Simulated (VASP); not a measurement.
# NbRu3 (Pm-3m) in VASP: notebook, part 2 of 2

VASP 6.6.1. Earlier steps stand in the parts before.

## (3) Electric field gradients, LDA (14.46 Å³/atom)

Input file INCAR:

```
PREC = Accurate
ENCUT = 520
EDIFF = 1E-8
ISMEAR = -1
SIGMA = 0.05
LREAL = F
LASPH = T
NELM = 100
ALGO = Normal
ISIF = 2
LWAVE = F
LCHARG = F
LEFG = T
NBANDS = 36
```

Input file KPOINTS:

```
regular mesh
0
Gamma
  9 9 9
```

Input file POSCAR:

```
NbRu3
1.0
    3.8670233144      0.0000000000      0.0000000000
    0.0000000000      3.8670233144      0.0000000000
    0.0000000000      0.0000000000      3.8670233144
Nb Ru
1 3
Direct
    0.0000000000      0.0000000000      0.0000000000
    0.0000000000      0.5000000000      0.5000000000
    0.5000000000      0.0000000000      0.5000000000
    0.5000000000      0.5000000000      0.0000000000
```

Potentials or basis: VASP PAW LDA potentials, release 64 (Nb_sv, Ru_pv).

Command:

```
$ cat potpaw_LDA.64/Nb_sv/POTCAR potpaw_LDA.64/Ru_pv/POTCAR > POTCAR
$ mpirun -np 1 vasp_std > vasp.out
```

OUTCAR:

```text
PREC = Accurate
   ENCUT = 520
   EDIFF = 1E-8
   ISMEAR = -1
   LREAL = F
   LASPH = T
   NELM = 100
   ISIF = 2

 ion  position               nearest neighbor table
   1  0.000  0.000  0.000-   2 2.73   3 2.73   4 2.73   2 2.73   3 2.73   2 2.73   4 2.73   2 2.73
                             3 2.73   4 2.73   3 2.73   4 2.73
   2  0.000  0.500  0.500-   1 2.73   3 2.73   4 2.73   1 2.73   4 2.73   1 2.73   3 2.73   1 2.73
                             3 2.73   4 2.73   4 2.73   3 2.73
   3  0.500  0.000  0.500-   1 2.73   2 2.73   4 2.73   1 2.73   4 2.73   2 2.73   4 2.73   4 2.73
                             1 2.73   2 2.73   1 2.73   2 2.73
   4  0.500  0.500  0.000-   1 2.73   2 2.73   3 2.73   2 2.73   3 2.73   1 2.73   3 2.73   3 2.73
                             1 2.73   2 2.73   2 2.73   1 2.73

  LATTYP: Found a simple cubic cell.
 ALAT       =     3.8670233144

  Lattice vectors:

 A1 = (   3.8670233144,   0.0000000000,   0.0000000000)
 A2 = (   0.0000000000,   3.8670233144,   0.0000000000)
 A3 = (   0.0000000000,   0.0000000000,   3.8670233144)

Analysis of symmetry for initial positions (statically):
=====================================================================
 Subroutine PRICEL returns:
 Original cell was already a primitive cell.

 Routine SETGRP: Setting up the symmetry group for a
 simple cubic supercell.

 Subroutine GETGRP returns: Found 48 space group operations
 (whereof 48 operations were pure point group operations)
 out of a pool of 48 trial point group operations.

The static configuration has the point symmetry O_h .

Analysis of symmetry for dynamics (positions and initial velocities):
=====================================================================
 Subroutine PRICEL returns:
 Original cell was already a primitive cell.

 Routine SETGRP: Setting up the symmetry group for a
 simple cubic supercell.

 Subroutine GETGRP returns: Found 48 space group operations
 (whereof 48 operations were pure point group operations)
 out of a pool of 48 trial point group operations.

The dynamic configuration has the point symmetry O_h .

 Subroutine INISYM returns: Found 48 space group operations
 (whereof 48 operations are pure point group operations),
 and found     1 'primitive' translations

----------------------------------------------------------------------------------------

                                     Primitive cell

  volume of cell :      57.8270

  direct lattice vectors                    reciprocal lattice vectors
     3.867023314  0.000000000  0.000000000     0.258596838  0.000000000  0.000000000
     0.000000000  3.867023314  0.000000000     0.000000000  0.258596838  0.000000000
     0.000000000  0.000000000  3.867023314     0.000000000  0.000000000  0.258596838

  length of vectors
     3.867023314  3.867023314  3.867023314     0.258596838  0.258596838  0.258596838

  position of ions in fractional coordinates (direct lattice)
     0.000000000  0.000000000  0.000000000
     0.000000000  0.500000000  0.500000000
     0.500000000  0.000000000  0.500000000
[... 95 lines left out ...]
   ISMEAR =    -1;   SIGMA  =   0.05  broadening in eV -4-tet -1-fermi 0-gaus
   EFERMI_NEDOS =   21; number of points for ismear=-14 and -15
   IALGO  =     38    algorithm
   IMIX   =      4    mixing-type and parameters
     AMIX     =   0.40;   BMIX     =  1.00
     AMIX_MAG =   1.60;   BMIX_MAG =  1.00
  volume/ion in A,a.u.               =      14.46        97.56
  Fermi-wavevector in a.u.,A,eV,Ry     =   1.609974  3.042410 35.266535  2.592017
  Thomas-Fermi vector in A             =   2.705599
   LORBIT       =      0    0 simple, 1 ext, 2 COOP (PROOUT), +10 PAW based schemes
   GGA     = CA    functional components
   LHFCALC =     F    Hartree Fock is set to
   AEXX    =    0.0000 exact exchange contribution
   IVDW    =     0    specifies the selected vdW correction
   LEPSILON=     F    determine dielectric tensor
   LRPA    =     F    only Hartree local field effects (RPA)
 non-spin polarized calculation
  energy-cutoff  :      520.00
  volume of cell :       57.83
 maximum number of plane-waves:      1572
 NGX is ok and might be reduce to    30
   NGX = 15   NGY = 15   NGZ = 15

 number of electron      55.0000020 magnetization

 Free energy of the ion-electron system (eV)
  ---------------------------------------------------
  ext. energy  EPLUGINS =         0.00000000
  ---------------------------------------------------
  free energy    TOTEN  =       -43.80060620 eV

  energy without entropy =      -43.75644448  energy(sigma->0) =      -43.77852534

 E-fermi :  12.1952     XC(G=0): -13.9697

 val. band max:       12.1751857851   @ k =   0.3333   0.2222   0.1111
 cond. band min:      12.1973510028   @ k =   0.4444   0.4444   0.3333
 fundamental gap:      0.0221652176
 Fermi energy:        12.1951824359

 k-point     1 :       0.0000    0.0000    0.0000
  band No.  band energies     occupation
      1     -42.2166      2.00000
      2     -30.3457      2.00000
      3     -30.3457      2.00000
      4     -30.3457      2.00000
      5     -29.9443      2.00000
      6     -29.9443      2.00000
[... 925 lines left out ...]
     35      16.1651      0.00000
     36      18.8438      0.00000

 [... further k-points ...]

------------------------ aborting loop because EDIFF is reached ----------------------------------------

  FORCE on cell =-STRESS in cart. coord.  units (eV):
  Direction    XX          YY          ZZ          XY          YZ          ZX
  --------------------------------------------------------------------------------------
  -------------------------------------------------------------------------------------
  Total       -2.9946513     -2.9946513     -2.9946513      0.0000000      0.0000000     -0.0000000
  in kB      -82.9710277    -82.9710277    -82.9710277      0.0000000      0.0000000     -0.0000000
  external PRESSURE =     -82.9710277 kB  Pullay stress =       0.0000000 kB

 VOLUME and BASIS-vectors are now :
 -----------------------------------------------------------------------------
  energy-cutoff  :      520.00
  volume of cell :       57.83
      direct lattice vectors                 reciprocal lattice vectors
     3.867023314  0.000000000  0.000000000     0.258596838  0.000000000  0.000000000
     0.000000000  3.867023314  0.000000000     0.000000000  0.258596838  0.000000000
     0.000000000  0.000000000  3.867023314     0.000000000  0.000000000  0.258596838

 POSITION                                       TOTAL-FORCE (eV/Angst)
 -----------------------------------------------------------------------------------
      0.00000      0.00000      0.00000         0.000000      0.000000      0.000000
      0.00000      1.93351      1.93351         0.000000      0.000000      0.000000
      1.93351      0.00000      1.93351         0.000000      0.000000      0.000000
      1.93351      1.93351      0.00000         0.000000      0.000000      0.000000
 -----------------------------------------------------------------------------------
    total drift:                                0.000000      0.000000     -0.000000

  FREE ENERGIE OF THE ION-ELECTRON SYSTEM (eV)
  ---------------------------------------------------
  free  energy   TOTEN  =       -43.8006062003 eV

  energy  without entropy=      -43.7564444840  energy(sigma->0) =      -43.77852534

 Electric field gradients (V/A^2)
---------------------------------------------------------------------
 ion       V_xx      V_yy      V_zz      V_xy      V_xz      V_yz
---------------------------------------------------------------------
   1      -0.000    -0.000     0.000     0.000    -0.000     0.000
   2     -14.521     7.260     7.260    -0.000    -0.000    -0.000
   3       7.260   -14.521     7.260     0.000     0.000     0.000
   4       7.260     7.260   -14.521     0.000     0.000     0.000
---------------------------------------------------------------------

 Electric field gradients after diagonalization (V/A^2)
 (convention: |V_zz| > |V_xx| > |V_yy|)
----------------------------------------------------------------------
 ion       V_xx      V_yy      V_zz     asymmetry (V_yy - V_xx)/ V_zz
----------------------------------------------------------------------
   1      -0.000    -0.000     0.000       0.015
   2       7.260     7.260   -14.521       0.000
   3       7.260     7.260   -14.521       0.000
   4       7.260     7.260   -14.521       0.000
----------------------------------------------------------------------

           NMR quadrupolar parameters

 Cq : quadrupolar parameter    Cq=e*Q*V_zz/h
 eta: asymmetry parameters     (V_yy - V_xx)/ V_zz
 Q  : nuclear electric quadrupole moment in mb (millibarn)
----------------------------------------------------------------------
 ion       Cq(MHz)       eta       Q (mb)
----------------------------------------------------------------------
   1       0.000       0.015       1.000
   2      -0.035       0.000       1.000
   3      -0.035       0.000       1.000
   4      -0.035       0.000       1.000
----------------------------------------------------------------------
```

stdout:

```text
POSCAR found type information on POSCAR NbRu
 POSCAR found :  2 types and       4 ions
 scaLAPACK will be used
 LDA part: xc-table for (Slater(with rela. corr.)+CA(PZ))
 , standard interpolation
 POSCAR, INCAR and KPOINTS ok, starting setup
 FFT: planning ... GRIDC
 FFT: planning ... GRID_SOFT
 FFT: planning ... GRID
 WAVECAR not read
 entering main loop
ion   1

ion   2

ion   3

ion   4
```

It took 44 s on 1 thread of Intel Xeon 6975P-C (Granite Rapids), shared host; peak memory 0.18 GiB.

Results:

```yaml
Free_energy: -43.8006 eV
Pressure: -8.3 GPa
Band_gap_on_the_k_mesh: zero (an odd number of electrons rules out a gap without spin polarisation)
Largest_electric_field_gradient_by_atom: Nb -0.0; Ru -14.5 V/Å²
```

Levels at points of the mesh, in eV from the Fermi level:
| k point | band 25 | band 26 | band 27 | band 28 | band 29 | band 30 | band 31 | band 32 |
| --- | --- | --- | --- | --- | --- | --- | --- | --- |
| (0.00, 0.00, 0.00) | 0.49 | 1.82 | 2.35 | 2.35 | 2.35 | 3.69 | 3.69 | 4.04 |

Electric field gradients, principal values (V/Å²):
```
atom  least  middle  greatest (by size)
1 Nb  0.000   0.000               0.000
2 Ru  7.260   7.260             -14.521
3 Ru  7.260   7.260             -14.521
4 Ru  7.260   7.260             -14.521
```

Caveat: the cell stands under tension; without QUAD_EFG the Cq values of the log hold for a quadrupole moment of 1 mb, not for the nuclei.
